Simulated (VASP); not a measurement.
Here is a VASP 6.6.1 calculation.

INCAR

```
SYSTEM = TiC
PREC = Accurate ; ENCUT = 520
EDIFF = 1E-7 ; ISMEAR = 0
SIGMA = 0.1 ; LREAL = .False.
LASPH = .True. ; NELM = 60
ALGO = Normal ; ISIF = 2
LWAVE = .False. ; LCHARG = .False.
GGA = PE ; NBANDS = 60
```

File KPOINTS:

```
Automatic mesh
0
Gamma
  12 12 3
  0 0 0
```

Contents of POSCAR:

```
TiC
1.0
    3.0846331880      0.0000000000      0.0000000000
   -1.5423165940      2.6713707022      0.0000000000
    0.0000000000      0.0000000000     14.8363473819
Ti C
6 6
Direct
    0.0000000000      0.0000000000      0.0000000000
    0.3333333333      0.6666666667      0.1668950931
    0.6666666667      0.3333333333      0.3331049069
    0.0000000000      0.0000000000      0.5000000000
    0.6666666667      0.3333333333      0.6668950931
    0.3333333333      0.6666666667      0.8331049069
    0.6666666667      0.3333333333      0.0840629777
    0.0000000000      0.0000000000      0.2500000000
    0.3333333333      0.6666666667      0.4159370223
    0.3333333333      0.6666666667      0.5840629777
    0.0000000000      0.0000000000      0.7500000000
    0.6666666667      0.3333333333      0.9159370223
```

Potentials or basis: VASP PAW PBE potentials, release 64 (Ti_sv, C).

Launch:

```bash
$ cat potpaw_PBE.64/Ti_sv/POTCAR potpaw_PBE.64/C/POTCAR > POTCAR
$ mpirun -np 1 vasp_std > vasp.out
```

**Question.** Estimate the pressure.

**Answer.** 0.2 GPa.

**Question.** What does it give for the band gap on the k mesh?

**Answer.** Zero (bands 48 and 49 overlap by 0.95 eV).
